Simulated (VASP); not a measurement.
# SiC (Moissanite) (P6_3mc) in VASP: further runs

The runs below take SiC (Moissanite) through single point, with PBE.

All numbers are computed with VASP 6.6.1; they aren't measurements. Logs are shortened: lines on timing, memory, paths and dates and some standing lists are left out, and cuts for length are marked.

### Step 1. The cell of the first run

It takes space group P6_3mc (No. 186, hexagonal). Conventional cell: a = 2.970 Å, b = 2.970 Å, c = 4.874 Å, α = 90.00°, β = 90.00°, γ = 120.00°. Si (site symmetry 3m) has 4 C at 1.80 to 1.88 Å within 2.4 Å. C (site symmetry 3m) has 4 Si at 1.80 to 1.88 Å within 2.4 Å.

### Step 2. Single point, PBE

Input file INCAR:

```
SYSTEM = SiC
PREC = Accurate
ENCUT = 520
EDIFF = 1E-6
ISMEAR = -1
SIGMA = 0.05
LREAL = .False.
LASPH = .True.
NELM = 60
ALGO = Normal
ISIF = 2
LWAVE = .False.
LCHARG = .False.
GGA = PE
NBANDS = 16
```

Input file KPOINTS:

```
regular mesh
0
Gamma
  12 12 4
  0 0 0
```

Input file POSCAR:

```
SiC
1.0
    2.9698453470      0.0000000000      0.0000000000
   -1.4849226735      2.5719615139      0.0000000000
    0.0000000000      0.0000000000      4.8737904135
Si C
2 2
Direct
    0.3333333333      0.6666666667      0.0000000000
    0.6666666667      0.3333333333      0.5000000000
    0.3333333333      0.6666666667      0.3850000000
    0.6666666667      0.3333333333      0.8850000000
```

Potentials or basis: VASP PAW PBE potentials, release 64 (Si, C).

Launch:

```bash
$ cat potpaw_PBE.64/Si/POTCAR potpaw_PBE.64/C/POTCAR > POTCAR
$ mpirun -np 1 vasp_std > vasp.out
```

OUTCAR:

```text
SYSTEM = SiC
   PREC = Accurate
   ENCUT = 520
   EDIFF = 1E-6
   ISMEAR = -1
   LREAL = .False.
   LASPH = .True.
   NELM = 60
   ISIF = 2
   GGA = PE

 ion  position               nearest neighbor table
   1  0.333  0.667  0.000-   4 1.80   4 1.80   4 1.80   3 1.88   2 2.98   2 2.98   2 2.98   2 2.98
                             2 2.98   2 2.98
   2  0.667  0.333  0.500-   3 1.80   3 1.80   3 1.80   4 1.88   1 2.98   1 2.98   1 2.98   1 2.98
                             1 2.98   1 2.98
   3  0.333  0.667  0.385-   2 1.80   2 1.80   2 1.80   1 1.88
   4  0.667  0.333  0.885-   1 1.80   1 1.80   1 1.80   2 1.88

  LATTYP: Found a hexagonal cell.
 ALAT       =     2.9698453470
 C/A-ratio  =     1.6410923277

  Lattice vectors:

 A1 = (   2.9698453470,   0.0000000000,   0.0000000000)
 A2 = (  -1.4849226735,   2.5719615139,   0.0000000000)
 A3 = (   0.0000000000,   0.0000000000,   4.8737904135)

Analysis of symmetry for initial positions (statically):
=====================================================================
 Subroutine PRICEL returns:
 Original cell was already a primitive cell.

 Routine SETGRP: Setting up the symmetry group for a
 hexagonal supercell.

 Subroutine GETGRP returns: Found 12 space group operations
 (whereof  6 operations were pure point group operations)
 out of a pool of 24 trial point group operations.

The static configuration has the point symmetry C_3v.
 The point group associated with its full space group is C_6v.

Analysis of symmetry for dynamics (positions and initial velocities):
=====================================================================
 Subroutine PRICEL returns:
 Original cell was already a primitive cell.

 Routine SETGRP: Setting up the symmetry group for a
 hexagonal supercell.

 Subroutine GETGRP returns: Found 12 space group operations
 (whereof  6 operations were pure point group operations)
 out of a pool of 24 trial point group operations.

The dynamic configuration has the point symmetry C_3v.
 The point group associated with its full space group is C_6v.

 Subroutine INISYM returns: Found 12 space group operations
 (whereof  6 operations are pure point group operations),
 and found     1 'primitive' translations

----------------------------------------------------------------------------------------

                                     Primitive cell

  volume of cell :      37.2276

  direct lattice vectors                    reciprocal lattice vectors
     2.969845347  0.000000000  0.000000000     0.336717870  0.194404153  0.000000000
    -1.484922674  2.571961514  0.000000000     0.000000000  0.388808306  0.000000000
     0.000000000  0.000000000  4.873790414     0.000000000  0.000000000  0.205179114

  length of vectors
     2.969845347  2.969845345  4.873790414     0.388808306  0.388808306  0.205179114

  position of ions in fractional coordinates (direct lattice)
     0.333333333  0.666666667  0.000000000
     0.666666667  0.333333333  0.500000000
     0.333333333  0.666666667  0.385000000
     0.666666667  0.333333333  0.885000000

  ion indices of the primitive-cell ions
   primitive index   ion index
                 1           1
                 2           2
                 3           3
                 4           4

----------------------------------------------------------------------------------------

 KPOINTS: regular mesh

Automatic generation of k-mesh.
 Grid dimensions read from file:
 generate k-points for:   12   12    4

 Generating k-lattice:

  Cartesian coordinates                     Fractional coordinates (reciprocal lattice)
     0.028059823  0.016200346  0.000000000     0.083333333  0.000000000  0.000000000
     0.000000000  0.032400692  0.000000000     0.000000000  0.083333333  0.000000000
     0.000000000  0.000000000  0.051294779     0.000000000  0.000000000  0.250000000

  Length of vectors
     0.032400692  0.032400692  0.051294779

  Shift w.r.t. Gamma in fractional coordinates (k-lattice)
     0.000000000  0.000000000  0.000000000

 Subroutine IBZKPT returns following result:
 ===========================================

 Found     57 irreducible k-points:

 Following reciprocal coordinates:
            Coordinates               Weight
  0.000000  0.000000  0.000000      1.000000
  0.083333  0.000000  0.000000      6.000000
  0.166667  0.000000  0.000000      6.000000
  0.250000  0.000000  0.000000      6.000000
  0.333333  0.000000  0.000000      6.000000
  0.416667  0.000000  0.000000      6.000000
[... 16 lines left out ...]
  0.250000  0.000000  0.250000     12.000000
  0.333333  0.000000  0.250000     12.000000
 [... further k-points ...]
   k-points           NKPTS =     57   k-points in BZ     NKDIM =     57   number of bands    NBANDS=     16
   number of dos      NEDOS =    301   number of ions     NIONS =      4
   total plane-waves  NPLWV =  20736
   dimension x,y,z NGX =    24 NGY =   24 NGZ =   36
   dimension x,y,z NGXF=    48 NGYF=   48 NGZF=   72
   ions per type =               2   2
   NGX,Y,Z   is equivalent  to a cutoff of  13.43, 13.43, 12.28 a.u.
   NGXF,Y,Z  is equivalent  to a cutoff of  26.87, 26.87, 24.56 a.u.
 SYSTEM =  SiC
   PREC   = accura    normal or accurate (medium, high low for compatibility)
   ISTART =      0    job   : 0-new  1-cont  2-samecut
   ICHARG =      2    charge: 1-file 2-atom 10-const
   ISPIN  =      1    spin polarized calculation?
   LNONCOLLINEAR =      F non collinear calculations
   LSORBIT =      F    spin-orbit coupling
   LASPH  =      T    aspherical Exc in radial PAW
   ENCUT  =  520.0 eV  38.22 Ry    6.18 a.u.   5.52  5.52  9.06*2*pi/ulx,y,z
   NELM   =     60;   NELMIN=  2; NELMDL= -5     # of ELM steps
   EDIFF  = 0.1E-05   stopping-criterion for ELM
   LREAL  =      F    real-space projection
   EDIFFG = 0.1E-04   stopping-criterion for IOM
   NSW    =      0    number of steps for IOM
   IBRION =     -1    ionic relax: 0-MD 1-quasi-New 2-CG
   NFREE  =      0    steps in history (QN), initial steepest desc. (CG)
   ISIF   =      2    stress and relaxation
   ISYM   =      2    0-nonsym 1-usesym 2-fastsym
   POTIM  = 0.5000    time-step for ionic-motion
   TEBEG  =    0.0;   TEEND  =   0.0 temperature during run
   PSTRESS=    0.0 pullay stress
   NELECT =      16.0000    total number of electrons
   NUPDOWN=      -1.0000    fix difference up-down
   EMIN   =  10.00;   EMAX   =-10.00  energy-range for DOS
   EFERMI =   0.00;   METHOD = LEGACY
   ISMEAR =    -1;   SIGMA  =   0.05  broadening in eV -4-tet -1-fermi 0-gaus
   EFERMI_NEDOS =   21; number of points for ismear=-14 and -15
   IALGO  =     38    algorithm
   IMIX   =      4    mixing-type and parameters
     AMIX     =   0.40;   BMIX     =  1.00
     AMIX_MAG =   1.60;   BMIX_MAG =  1.00
  volume/ion in A,a.u.               =       9.31        62.81
  Fermi-wavevector in a.u.,A,eV,Ry     =   1.235454  2.334669 20.767193  1.526346
  Thomas-Fermi vector in A             =   2.370102
   LORBIT       =      0    0 simple, 1 ext, 2 COOP (PROOUT), +10 PAW based schemes
   GGA     = PE    functional components
   LHFCALC =     F    Hartree Fock is set to
   AEXX    =    0.0000 exact exchange contribution
   IVDW    =     0    specifies the selected vdW correction
   LEPSILON=     F    determine dielectric tensor
   LRPA    =     F    only Hartree local field effects (RPA)
 non-spin polarized calculation
  energy-cutoff  :      520.00
  volume of cell :       37.23
 maximum number of plane-waves:      1038
 NGX is ok and might be reduce to    24
   NGX = 11   NGY = 11   NGZ = 19

 number of electron      16.0000000 magnetization

 Free energy of the ion-electron system (eV)
  ---------------------------------------------------
  ext. energy  EPLUGINS =         0.00000000
  ---------------------------------------------------
  free energy    TOTEN  =       -29.62611981 eV

  energy without entropy =      -29.62611981  energy(sigma->0) =      -29.62611981

 E-fermi :  10.6471     XC(G=0): -11.8142

 val. band max:        9.6447603689   @ k =   0.0000   0.0000   0.0000
 cond. band min:      11.7640922194   @ k =   0.3333   0.3333   0.0000
 fundamental gap:      2.1193318505
 Fermi energy:        10.6471247741

 k-point     1 :       0.0000    0.0000    0.0000
  band No.  band energies     occupation
      1      -6.9402      2.00000
      2      -3.0188      2.00000
      3       0.3054      2.00000
      4       8.0443      2.00000
      5       8.0443      2.00000
      6       9.3756      2.00000
[... 8 lines left out ...]
     15      19.1163      0.00000
     16      21.4688      0.00000

 k-point     2 :       0.0833    0.0000    0.0000
  band No.  band energies     occupation
      1      -6.8092      2.00000
      2      -2.9069      2.00000
      3       0.4307      2.00000
      4       7.3447      2.00000
      5       7.8151      2.00000
      6       8.9359      2.00000
[... 8 lines left out ...]
     15      19.4348      0.00000
     16      20.3739      0.00000

 k-point     3 :       0.1667    0.0000    0.0000
  band No.  band energies     occupation
      1      -6.4192      2.00000
      2      -2.5798      2.00000
      3       0.8001      2.00000
      4       5.7784      2.00000
      5       7.3012      2.00000
      6       7.8210      2.00000
[... 8 lines left out ...]
     15      19.6492      0.00000
     16      19.9668      0.00000

 k-point     4 :       0.2500    0.0000    0.0000
  band No.  band energies     occupation
      1      -5.7811      2.00000
      2      -2.0744      2.00000
      3       1.3816      2.00000
      4       4.0104      2.00000
      5       6.3974      2.00000
      6       6.7469      2.00000
[... 8 lines left out ...]
     15      20.2116      0.00000
     16      20.8113      0.00000

 k-point     5 :       0.3333    0.0000    0.0000
  band No.  band energies     occupation
      1      -4.9213      2.00000
      2      -1.5172      2.00000
      3       1.8533      2.00000
      4       2.7203      2.00000
      5       4.9195      2.00000
      6       6.2897      2.00000
[... 8 lines left out ...]
     15      21.1418      0.00000
     16      22.4639      0.00000

 k-point     6 :       0.4167    0.0000    0.0000
  band No.  band energies     occupation
      1      -3.9209      2.00000
      2      -1.3708      2.00000
      3       1.3094      2.00000
      4       3.2403      2.00000
      5       3.6256      2.00000
      6       5.9959      2.00000
[... 8 lines left out ...]
     15      21.5042      0.00000
     16      22.4298      0.00000
[... 267 lines left out ...]
 k-point    21 :       0.0833    0.0000    0.2500
  band No.  band energies     occupation
      1      -6.4803      2.00000
      2      -4.0416      2.00000
      3       2.0867      2.00000
      4       7.5494      2.00000
      5       7.9240      2.00000
      6       8.0019      2.00000
[... 8 lines left out ...]
     15      18.8001      0.00000
     16      21.3051      0.00000

 k-point    22 :       0.1667    0.0000    0.2500
  band No.  band energies     occupation
      1      -6.0929      2.00000
      2      -3.6834      2.00000
      3       2.3796      2.00000
      4       6.0599      2.00000
      5       7.1036      2.00000
      6       7.5124      2.00000
[... 8 lines left out ...]
     15      19.7126      0.00000
     16      20.9475      0.00000

 k-point    23 :       0.2500    0.0000    0.2500
  band No.  band energies     occupation
      1      -5.4597      2.00000
      2      -3.1107      2.00000
      3       2.6803      2.00000
      4       4.5098      2.00000
      5       5.6450      2.00000
      6       6.9760      2.00000
[... 8 lines left out ...]
     15      20.8477      0.00000
     16      21.5116      0.00000

 k-point    24 :       0.3333    0.0000    0.2500
  band No.  band energies     occupation
      1      -4.6091      2.00000
      2      -2.3914      2.00000
      3       2.0073      2.00000
      4       3.9624      2.00000
      5       4.2935      2.00000
      6       6.5296      2.00000
[... 8 lines left out ...]
     15      22.2097      0.00000
     16      22.2178      0.00000

 [... further k-points ...]

------------------------ aborting loop because EDIFF is reached ----------------------------------------

  FORCE on cell =-STRESS in cart. coord.  units (eV):
  Direction    XX          YY          ZZ          XY          YZ          ZX
  --------------------------------------------------------------------------------------
  -------------------------------------------------------------------------------------
  Total        8.4150380      8.4150380      6.0661335      0.0000000     -0.0000000      0.0000000
  in kB      362.1608614    362.1608608    261.0702586      0.0000000     -0.0000000      0.0000000
  external PRESSURE =     328.4639936 kB  Pullay stress =       0.0000000 kB

 VOLUME and BASIS-vectors are now :
 -----------------------------------------------------------------------------
  energy-cutoff  :      520.00
  volume of cell :       37.23
      direct lattice vectors                 reciprocal lattice vectors
     2.969845347  0.000000000  0.000000000     0.336717870  0.194404153  0.000000000
    -1.484922674  2.571961514  0.000000000     0.000000000  0.388808306  0.000000000
     0.000000000  0.000000000  4.873790414     0.000000000  0.000000000  0.205179114

 POSITION                                       TOTAL-FORCE (eV/Angst)
 -----------------------------------------------------------------------------------
     -0.00000      1.71464      0.00000        -0.000000     -0.000000      0.931884
      1.48492      0.85732      2.43690         0.000000     -0.000000      0.931884
     -0.00000      1.71464      1.87641         0.000000     -0.000000     -0.931884
      1.48492      0.85732      4.31330        -0.000000      0.000000     -0.931884
 -----------------------------------------------------------------------------------
    total drift:                               -0.000000      0.000000     -0.000191

  FREE ENERGIE OF THE ION-ELECTRON SYSTEM (eV)
  ---------------------------------------------------
  free  energy   TOTEN  =       -29.6261198060 eV

  energy  without entropy=      -29.6261198060  energy(sigma->0) =      -29.62611981
```

It took 18 s on 1 thread of Intel Xeon Platinum 8488C (Sapphire Rapids), shared host; peak memory 0.16 GiB.

Results:

* Free energy: -29.6261 eV
* Pressure: 32.8 GPa
* Largest force: 0.932 eV/Å
* Band gap on the k mesh: 2.12 eV, indirect (least direct gap 4.29 eV)

Forces on the atoms (eV/Å):
```
Si   0.000  0.000  0.932
Si   0.000  0.000  0.932
C    0.000  0.000 -0.932
C    0.000  0.000 -0.932
```

Stress tensor (GPa, compression positive):
```
36.22  0.00  0.00
 0.00 36.22  0.00
 0.00  0.00 26.11
```

A k mesh can miss the band edges. Expect the measured gap to be larger: semilocal functionals such as PBE lack the derivative discontinuity.

[end of part 1 of 2]
